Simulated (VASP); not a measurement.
# Ge2As in VASP: a series of runs

Runs on Ge2As. Level: PBE. Tasks: single point.

Program: VASP 6.6.1. These are calculated values, not measurements. Logs are shortened: lines on timing, memory, paths and dates and some standing lists are left out, and cuts for length are marked.

### Step 1. The cell of the first run

The cell holds a disordered packing, 21 atoms: a = 8.299 Å, b = 7.757 Å, c = 7.835 Å, α = 91.55°, β = 89.55°, γ = 88.32°.

### Step 2. Single point, PBE

Contents of INCAR:

```
SYSTEM = Ge2As
ALGO = Normal
EDIFF = 1E-6
ENCUT = 410
GGA = PE
GGA_COMPAT = .False.
ISIF = 2
ISMEAR = -1
ISYM = -1
LASPH = .True.
LCHARG = .True.
LELF = .True.
LREAL = Auto
LVHAR = .True.
LWAVE = .False.
NBANDS = 132
NELM = 120
PREC = Accurate
SIGMA = 0.2585
```

Contents of KPOINTS:

```
explicit points
1
Reciprocal
  0.25000000   0.25000000   0.25000000 1
```

Contents of POSCAR:

```
Ge2As
1.0
    8.2985660000      0.1181100000      0.0324410000
    0.1181100000      7.7552490000     -0.1054300000
    0.0324410000     -0.1054300000      7.8345330000
As Ge
7 14
Direct
    0.5855362145      0.1271324004      0.7464773189
    0.7148813642      0.1403818708      0.0830219229
    0.5120145056      0.8285801449      0.8091375634
    0.7238569445      0.5875795348      0.2467356851
    0.5487296497      0.5808090921      1.0122506809
    0.9920962349      0.9366807688      0.3714605146
    0.1743412922      0.0178202146      0.0266494479
    0.1577238437      0.6180392305      0.8486378393
    0.6353517477      0.8168159003      0.4352659507
    0.3850615561      0.2479251479      0.9387449088
    0.3995943396      0.5745055911      0.6062126338
    0.4633143054      0.9756130650      0.2145432926
    0.9724779657      0.8905871982      0.9019809414
    0.1378785526      0.2090209232      0.3802062175
    0.2595575702      0.7989391087      0.4230965449
    0.9092351652      0.3485158170      0.0898483068
    0.4898171420      0.2555971635      0.4766665034
    0.2184862253      0.5148489710      0.2500177886
    0.7479666833      0.6797349549      0.7174445074
    0.9349789107      0.1919598466      0.7259771164
    0.2283549190      0.9127008637      0.6999948804
```

Potentials or basis: VASP PAW PBE potentials, release 64 (As, Ge_d).

The run is started by

```sh
$ cat potpaw_PBE.64/As/POTCAR potpaw_PBE.64/Ge_d/POTCAR > POTCAR
$ mpirun -np 1 vasp_std > vasp.out
```

OUTCAR:

```text
SYSTEM = Ge2As
   EDIFF = 1E-6
   ENCUT = 410
   GGA = PE
   ISIF = 2
   ISMEAR = -1
   ISYM = -1
   LASPH = .True.
   LREAL = Auto
   NELM = 120
   PREC = Accurate

 ion  position               nearest neighbor table
   1  0.586  0.127  0.746-  10 2.39   3 2.47  17 2.49   2 2.86
   2  0.715  0.140  0.083-  16 2.32  12 2.69   1 2.86
   3  0.512  0.829  0.809-  19 2.34   1 2.47   5 2.54  21 2.58  11 2.69
   4  0.724  0.588  0.247-   5 2.35   9 2.38  16 2.65
   5  0.549  0.581  0.012-   4 2.35   3 2.54
   6  0.992  0.937  0.371-  14 2.46  15 2.48
   7  0.174  0.018  0.027-  13 2.19  10 2.64  21 2.70  12 2.84
   8  0.158  0.618  0.849-  13 2.60  21 2.67  11 2.76
   9  0.635  0.817  0.435-   4 2.38  12 2.57  19 2.64
  10  0.385  0.248  0.939-   1 2.39   7 2.64
  11  0.400  0.575  0.606-  15 2.55   3 2.69  17 2.73   8 2.76
  12  0.463  0.976  0.215-   9 2.57   2 2.69  15 2.76   7 2.84
  13  0.972  0.891  0.902-   7 2.19   8 2.60  21 2.65  20 2.76  19 2.89
  14  0.138  0.209  0.380-   6 2.46  18 2.71
  15  0.260  0.799  0.423-  21 2.33   6 2.48  11 2.55  18 2.59  12 2.76
  16  0.909  0.349  0.090-   2 2.32   4 2.65
  17  0.490  0.256  0.477-   1 2.49  11 2.73
  18  0.218  0.515  0.250-  15 2.59  14 2.71
  19  0.748  0.680  0.717-   3 2.34   9 2.64  13 2.89
  20  0.935  0.192  0.726-  13 2.76
  21  0.228  0.913  0.700-  15 2.33   3 2.58  13 2.65   8 2.67   7 2.70

IMPORTANT INFORMATION: All symmetrisations will be switched off!
NOSYMM: (Re-)initialisation of all symmetry stuff for point group C_1.

----------------------------------------------------------------------------------------

                                     Primitive cell

  volume of cell :     504.0000

  direct lattice vectors                    reciprocal lattice vectors
     8.298566000  0.118110000  0.032441000     0.120531022 -0.001842772 -0.000523890
     0.118110000  7.755249000 -0.105430000    -0.001842772  0.128996693  0.001743550
     0.032441000 -0.105430000  7.834533000    -0.000523890  0.001743550  0.127665659

  length of vectors
     8.299469865  7.756864863  7.835309517     0.120546247  0.129021636  0.127678639

  position of ions in fractional coordinates (direct lattice)
     0.585536215  0.127132400  0.746477319
     0.714881364  0.140381871  0.083021923
     0.512014506  0.828580145  0.809137563
     0.723856944  0.587579535  0.246735685
     0.548729650  0.580809092  0.012250681
     0.992096235  0.936680769  0.371460515
[... 13 lines left out ...]
     0.934978911  0.191959847  0.725977116
     0.228354919  0.912700864  0.699994880

  ion indices of the primitive-cell ions
   primitive index   ion index
                 1           1
                 2           2
                 3           3
                 4           4
                 5           5
                 6           6
[... 13 lines left out ...]
                20          20
                21          21

----------------------------------------------------------------------------------------

 KPOINTS: explicit points

Read explicit list of k-points.

 Found      1 k-points:

 Following reciprocal coordinates:
            Coordinates               Weight
  0.250000  0.250000  0.250000      1.000000
   k-points           NKPTS =      1   k-points in BZ     NKDIM =      1   number of bands    NBANDS=    132
   number of dos      NEDOS =    301   number of ions     NIONS =     21
   total plane-waves  NPLWV = 163296
   dimension x,y,z NGX =    56 NGY =   54 NGZ =   54
   dimension x,y,z NGXF=   112 NGYF=  108 NGZF=  108
   ions per type =               7  14
   NGX,Y,Z   is equivalent  to a cutoff of  11.22, 11.57, 11.46 a.u.
   NGXF,Y,Z  is equivalent  to a cutoff of  22.43, 23.15, 22.91 a.u.
 SYSTEM =  Ge2As
   PREC   = accura    normal or accurate (medium, high low for compatibility)
   ISTART =      0    job   : 0-new  1-cont  2-samecut
   ICHARG =      2    charge: 1-file 2-atom 10-const
   ISPIN  =      1    spin polarized calculation?
   LNONCOLLINEAR =      F non collinear calculations
   LSORBIT =      F    spin-orbit coupling
   LASPH  =      T    aspherical Exc in radial PAW
   ENCUT  =  410.0 eV  30.13 Ry    5.49 a.u.  13.70 12.81 12.94*2*pi/ulx,y,z
   NELM   =    120;   NELMIN=  2; NELMDL= -5     # of ELM steps
   EDIFF  = 0.1E-05   stopping-criterion for ELM
   LREAL  =      T    real-space projection
   EDIFFG = 0.1E-04   stopping-criterion for IOM
   NSW    =      0    number of steps for IOM
   IBRION =     -1    ionic relax: 0-MD 1-quasi-New 2-CG
   NFREE  =      0    steps in history (QN), initial steepest desc. (CG)
   ISIF   =      2    stress and relaxation
   ISYM   =     -1    0-nonsym 1-usesym 2-fastsym
   POTIM  = 0.5000    time-step for ionic-motion
   TEBEG  =    0.0;   TEEND  =   0.0 temperature during run
   PSTRESS=    0.0 pullay stress
   NELECT =     231.0000    total number of electrons
   NUPDOWN=      -1.0000    fix difference up-down
   EMIN   =  10.00;   EMAX   =-10.00  energy-range for DOS
   EFERMI =   0.00;   METHOD = LEGACY
   ISMEAR =    -1;   SIGMA  =   0.26  broadening in eV -4-tet -1-fermi 0-gaus
   EFERMI_NEDOS =   21; number of points for ismear=-14 and -15
   IALGO  =     38    algorithm
   IMIX   =      4    mixing-type and parameters
     AMIX     =   0.40;   BMIX     =  1.00
     AMIX_MAG =   1.60;   BMIX_MAG =  1.00
  volume/ion in A,a.u.               =      24.00       161.96
  Fermi-wavevector in a.u.,A,eV,Ry     =   1.262221  2.385251 21.676817  1.593201
  Thomas-Fermi vector in A             =   2.395640
   LORBIT       =      0    0 simple, 1 ext, 2 COOP (PROOUT), +10 PAW based schemes
   GGA     = PE    functional components
   LHFCALC =     F    Hartree Fock is set to
   AEXX    =    0.0000 exact exchange contribution
   IVDW    =     0    specifies the selected vdW correction
   LEPSILON=     F    determine dielectric tensor
   LRPA    =     F    only Hartree local field effects (RPA)
 non-spin polarized calculation
  energy-cutoff  :      410.00
  volume of cell :      504.00
 maximum number of plane-waves:      9515
 NGX is ok and might be reduce to    54
   NGX = 27   NGY = 25   NGZ = 25

 number of electron     231.0000124 magnetization

 Free energy of the ion-electron system (eV)
  ---------------------------------------------------
  ext. energy  EPLUGINS =         0.00000000
  ---------------------------------------------------
  free energy    TOTEN  =       -85.15952269 eV

  energy without entropy =      -82.63465474  energy(sigma->0) =      -83.89708872

 E-fermi :   4.2964     XC(G=0):  -9.6974

 val. band max:        4.2486145670   @ k =   0.2500   0.2500   0.2500
 cond. band min:       4.3159390269   @ k =   0.2500   0.2500   0.2500
 fundamental gap:      0.0673244600
 Fermi energy:         4.2964135568

 k-point     1 :       0.2500    0.2500    0.2500
  band No.  band energies     occupation
      1     -20.6928      2.00000
      2     -20.6402      2.00000
      3     -20.6387      2.00000
      4     -20.6211      2.00000
      5     -20.6168      2.00000
      6     -20.6125      2.00000
[... 119 lines left out ...]
    126       5.9764      0.00301
    127       6.1624      0.00146
 [bands above 127 left out]

------------------------ aborting loop because EDIFF is reached ----------------------------------------

  FORCE on cell =-STRESS in cart. coord.  units (eV):
  Direction    XX          YY          ZZ          XY          YZ          ZX
  --------------------------------------------------------------------------------------
  -------------------------------------------------------------------------------------
  Total        6.7035566     10.0072392     10.8971753     -1.4206960      4.8226762      2.0288216
  in kB       21.3100909     31.8122438     34.6412823     -4.5162834     15.3309166      6.4494679
  external PRESSURE =      29.2545390 kB  Pullay stress =       0.0000000 kB

 VOLUME and BASIS-vectors are now :
 -----------------------------------------------------------------------------
  energy-cutoff  :      410.00
  volume of cell :      504.00
      direct lattice vectors                 reciprocal lattice vectors
     8.298566000  0.118110000  0.032441000     0.120531022 -0.001842772 -0.000523890
     0.118110000  7.755249000 -0.105430000    -0.001842772  0.128996693  0.001743550
     0.032441000 -0.105430000  7.834533000    -0.000523890  0.001743550  0.127665659

 POSITION                                       TOTAL-FORCE (eV/Angst)
 -----------------------------------------------------------------------------------
      4.89834      0.97640      5.85389         1.446403      0.390845     -0.784185
      5.95176      1.16438      0.65883        -0.743626     -1.091683      0.135240
      4.37310      6.40101      6.26847        -0.919781      0.924903      1.381225
      6.08438      4.61631      1.89459         0.701559     -0.983238     -0.149436
      4.62267      4.56784      0.05254        -0.592183     -0.818503     -0.162802
      8.35566      7.34221      2.84365        -1.039923     -0.085447     -0.019308
[... 13 lines left out ...]
      7.80521      1.52259      5.69778        -0.268006     -0.289019      0.326770
      2.02553      7.03139      5.39532        -0.032001      1.281652      1.143135
 -----------------------------------------------------------------------------------
    total drift:                                0.018051     -0.007655      0.001327

  FREE ENERGIE OF THE ION-ELECTRON SYSTEM (eV)
  ---------------------------------------------------
  free  energy   TOTEN  =       -85.1595226920 eV

  energy  without entropy=      -82.6346547405  energy(sigma->0) =      -83.89708872
```

Run time: 2.5 min. Hardware: 1 thread of Intel Xeon Platinum 8259CL at 2.50GHz (Skylake/Cascade Lake), shared host; peak memory 0.38 GiB.

What came out:

```
Free energy            : -85.1595 eV
Pressure               : 2.9 GPa
Largest force          : 4.279 eV/Å
Band gap on the k mesh : zero (an odd number of electrons rules out a gap without spin polarisation)
```

Forces in eV/Å, atoms in the order of the input:
```
As   1.446  0.391 -0.784
As  -0.744 -1.092  0.135
As  -0.920  0.925  1.381
As   0.702 -0.983 -0.149
As  -0.592 -0.819 -0.163
As  -1.040 -0.085 -0.019
As   2.675  2.598  2.100
Ge  -0.013 -1.100  0.316
Ge   0.680  0.720  0.675
Ge  -0.520  1.005  0.791
Ge   0.016 -1.152 -0.178
Ge  -0.355  0.231 -0.222
Ge  -3.670 -1.047 -1.588
Ge   0.389  0.338  0.144
Ge   0.058 -0.585 -2.118
Ge   1.345  0.892 -0.002
Ge  -0.795  0.229 -0.751
Ge   0.263 -0.031 -0.847
Ge   1.376 -1.429 -0.191
Ge  -0.268 -0.289  0.327
Ge  -0.032  1.282  1.143
```

Levels at points of the mesh, in eV from the Fermi level:
```csv
k point,band 112,band 113,band 114,band 115,band 116,band 117,band 118,band 119
"(0.25, 0.25, 0.25)",-0.80,-0.57,-0.31,-0.05,0.02,0.08,0.34,0.46
```

Caveat: the atoms stand as in a frame of molecular dynamics; so wide a smearing shifts energies and pressures.

### Step 3. Single point, PBE

Contents of INCAR:

```
ALGO = Normal
EDIFF = 1E-6
ENCUT = 410
GGA = PE
GGA_COMPAT = False
ISIF = 2
ISMEAR = -1
ISYM = -1
LASPH = True
LCHARG = False
LREAL = Auto
LWAVE = False
NBANDS = 132
NELM = 120
PREC = Accurate
SIGMA = 0.2585
```

KPOINTS is that of step 2.

Contents of POSCAR:

```
Ge2As
1.0
    8.2985660000      0.1181100000      0.0324410000
    0.1181100000      7.7552490000     -0.1054300000
    0.0324410000     -0.1054300000      7.8345330000
As Ge
7 14
Direct
    0.6103474931      0.0942504452      0.7214057994
    0.6877223685      0.1255921969      0.1028895767
    0.4774880265      0.8356064533      0.8593021179
    0.7310822730      0.5926270175      0.3403510620
    0.5782391635      0.5733169402      1.0729531867
    0.9659632553      0.9311473875      0.3494144520
    0.2311888998      0.0495191110      0.0288509603
    0.1406522957      0.5687310596      0.8390251741
    0.6434324560      0.9158218917      0.4605768474
    0.3660591272      0.3280671485      1.0336969409
    0.4026963847      0.5437892537      0.5905959969
    0.4413249316      0.9378026068      0.1796511045
    0.9361195112      0.9092957865      0.8920356072
    0.1966958366      0.1782447545      0.3766878428
    0.2725230761      0.7795523434      0.4220073210
    0.9280991190      0.4071575856      0.1329436178
    0.5244931375      0.2430888254      0.4744878569
    0.2797055161      0.5239760511      0.2674548526
    0.7738919878      0.6845095623      0.6895236785
    0.8939752541      0.1799967828      0.6890950117
    0.2090077210      0.9621866783      0.7098660408
```

Potentials or basis: VASP PAW PBE potentials, release 64 (As, Ge_d).

The run is started by

```sh
$ cat potpaw_PBE.64/As/POTCAR potpaw_PBE.64/Ge_d/POTCAR > POTCAR
$ mpirun -np 1 vasp_std > vasp.out
```

It took 2.2 min on 1 thread of Intel Xeon Platinum 8259CL at 2.50GHz (Skylake/Cascade Lake), shared host; peak memory 0.37 GiB.

The run converged. Its results:

- Free energy: -85.9450 eV
- Pressure: 0.7 GPa
- Largest force: 2.693 eV/Å
- Band gap on the k mesh: zero (an odd number of electrons rules out a gap without spin polarisation)

Forces on the atoms (eV/Å):
```
As  -0.048  0.646  1.862
As   0.677  0.656  0.337
As   0.142 -1.168 -0.350
As   0.544 -0.414 -0.255
As  -0.080 -0.094 -0.234
As  -0.157  0.173  0.409
As  -2.484  0.866 -0.574
Ge  -0.082  0.051 -0.226
Ge   1.224 -0.767 -0.900
Ge   0.897  0.454 -0.965
Ge   0.304 -0.684  1.038
Ge   1.940 -1.075  1.171
Ge  -0.206 -0.218  0.219
Ge  -0.126  0.247  0.668
Ge  -0.984  1.916  0.184
Ge  -0.377 -0.340  0.083
Ge  -1.006  1.296 -1.189
Ge  -0.758 -1.463 -1.028
Ge  -0.045 -0.211  0.528
Ge   0.707  0.330 -0.144
Ge  -0.083 -0.204 -0.634
```

Stress tensor (GPa, compression positive):
```
-1.85 -1.09  0.49
-1.09  1.84  0.76
 0.49  0.76  2.24
```

Levels at points of the mesh, in eV from the Fermi level:
```csv
k point,band 112,band 113,band 114,band 115,band 116,band 117,band 118,band 119
"(0.25, 0.25, 0.25)",-0.73,-0.65,-0.33,-0.14,0.04,0.16,0.43,0.53
```

Caveat: the atoms stand as in a frame of molecular dynamics; so wide a smearing shifts energies and pressures.

### Step 4. Single point, PBE

Contents of INCAR:

```
PREC = Accurate ; ENCUT = 410
EDIFF = 1E-6 ; ISMEAR = -1
SIGMA = 0.2585 ; LREAL = Auto
LASPH = T ; NELM = 120
ALGO = Normal ; ISIF = 2
LWAVE = F ; LCHARG = F
GGA = PE ; NBANDS = 132
ISYM = -1 ; GGA_COMPAT = F
```

KPOINTS is that of step 3.

Contents of POSCAR:

```
Ge2As
1.0
    8.2985660000      0.1181100000      0.0324410000
    0.1181100000      7.7552490000     -0.1054300000
    0.0324410000     -0.1054300000      7.8345330000
As Ge
7 14
Direct
    0.6150723010      0.0941556728      0.7654261297
    0.6766807668      0.1891250777      0.0993629430
    0.4731944143      0.8525030415      0.8332291785
    0.8277462798      0.6105508552      0.3900220293
    0.6121285584      0.6101140603      1.0442090502
    0.9626121130      0.9288869312      0.3783795983
    0.2275748141      0.0333906259      0.0865453779
    0.1166533346      0.5130373733      0.8356018386
    0.6819516116      0.9591556601      0.4275659556
    0.3749439272      0.3622270298      1.0742714390
    0.4258012996      0.5430996351      0.6085297713
    0.4671884402      0.8857832090      0.2023994364
    0.8816345696      0.9524728469      0.9369245244
    0.2071617559      0.1929627049      0.3790164038
    0.2781159779      0.7958601132      0.4328523693
    0.9268606034      0.4030230778      0.1073966295
    0.5414631681      0.2629692049      0.4463139330
    0.2726520575      0.5311800754      0.2479340134
    0.7080225559      0.6637791751      0.7238103763
    0.9078496459      0.1740583911      0.6711494387
    0.2090766481      0.9627390943      0.6939527764
```

The run is started by

```sh
$ cat potpaw_PBE.64/As/POTCAR potpaw_PBE.64/Ge_d/POTCAR > POTCAR
$ mpirun -np 1 vasp_std > vasp.out
```

Wall time 2.2 min (1 thread of Intel Xeon Platinum 8259CL at 2.50GHz (Skylake/Cascade Lake), shared host); peak memory 0.38 GiB.

The run converged. Its results:

| Quantity | Value |
| --- | --- |
| Free energy | -85.3143 eV |
| Pressure | 1.3 GPa |
| Largest force | 7.397 eV/Å |
| Band gap on the k mesh | zero (an odd number of electrons rules out a gap without spin polarisation) |

Forces on the atoms (eV/Å):
```
As   0.611  1.815 -0.449
As   0.285  0.153 -0.042
As  -1.180 -1.271  0.423
As  -0.037  0.160 -0.222
As   0.083 -0.495  0.009
As   0.983 -0.226  0.072
As  -0.278  0.391 -0.554
Ge   0.220 -0.289  0.014
Ge  -0.647 -0.179  0.455
Ge   3.098 -4.145 -5.286
Ge  -0.454 -0.131  0.132
Ge   0.497 -0.034 -0.271
Ge   0.120 -0.095 -0.099
Ge   0.173  0.407  0.724
Ge  -0.087 -1.104 -0.113
Ge  -0.291  0.327  0.305
Ge  -0.435  0.304  0.107
Ge  -3.471  4.058  4.458
Ge   0.761 -0.443 -0.111
Ge   0.651  0.151 -0.020
Ge  -0.601  0.648  0.467
```

Stress tensor (GPa, compression positive):
```
 0.94 -1.23 -2.74
-1.23  1.46  2.67
-2.74  2.67  1.41
```

Levels at points of the mesh, in eV from the Fermi level:
| k point | band 112 | band 113 | band 114 | band 115 | band 116 | band 117 | band 118 | band 119 |
| --- | --- | --- | --- | --- | --- | --- | --- | --- |
| (0.25, 0.25, 0.25) | -0.72 | -0.48 | -0.32 | -0.14 | 0.03 | 0.19 | 0.33 | 0.38 |

Caveat: the atoms stand as in a frame of molecular dynamics; so wide a smearing shifts energies and pressures.

### Step 5. Summary

| cell | gap on the mesh (eV) | pressure (GPa) | largest force (eV/Å) |
| --- | --- | --- | --- |
| as given, atomic positions A | none | 2.9 | 4.28 |
| as given, atomic positions B | none | 0.7 | 2.69 |
| as given, atomic positions C | none | 1.3 | 7.40 |

Alike in all rows: task single point; level PBE; potentials or basis VASP PAW PBE potentials, release 64 (As, Ge_d); no spin polarisation; k mesh 1 × 1 × 1, shifted; cutoff (eV) 410; smearing fermi-dirac 0.2585 eV.

Caveats: the atoms stand as in a frame of molecular dynamics; so wide a smearing shifts energies and pressures.

Total energies depend on the potentials used, so only differences within one code and one set of settings carry meaning.

The gap in the log of VASP goes by the Fermi energy; the results here count the filled bands.